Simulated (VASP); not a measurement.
Wanted: the native input for a VASP 6.6.1 run.

```yaml
Task: single point
Functional: PBEsol
Potentials_or_basis: VASP PAW PBE potentials, release 64 (Li_sv)
Cutoff: 520 eV
k_mesh: 15 × 15 × 8
Occupations: fermi-dirac, width 0.08 eV
Spin: no spin polarisation
Dipole_correction: no
Further_INCAR_settings: ALGO = Normal; EDIFF = 1e-07; NBANDS = 10
```

The structure of Li lies in POSCAR:

```
Li
1.0
    3.0795757388      0.0000000000      0.0000000000
   -1.5397878694      2.6669908227      0.0000000000
    0.0000000000      0.0000000000      5.0415520381
Li
2
Direct
    0.3333333333      0.6666666667      0.2500000000
    0.6666666667      0.3333333333      0.7500000000
```

This isn't the form of Li at room conditions, which is bcc.

The input as run:

INCAR

```
PREC = Accurate
ENCUT = 520
EDIFF = 1E-7
ISMEAR = -1
SIGMA = 0.08
LREAL = F
LASPH = T
NELM = 100
ALGO = Normal
ISIF = 2
LWAVE = F
LCHARG = F
GGA = PS
NBANDS = 10
```

KPOINTS

```
regular mesh
0
Gamma
  15 15 8
```

Potentials or basis: VASP PAW PBE potentials, release 64 (Li_sv).

Run with:

```console
$ cat potpaw_PBE.64/Li_sv/POTCAR > POTCAR
$ mpirun -np 1 vasp_std > vasp.out
```

Results of the run:

```json
{
  "Band gap on the k mesh": "zero (bands 3 and 4 overlap by 4.57 eV)"
}
```

Wall time 18 s on 1 thread of Intel(R) Xeon(R) Platinum 8559C (Emerald Rapids), on a shared host, peak memory 0.17 GiB.
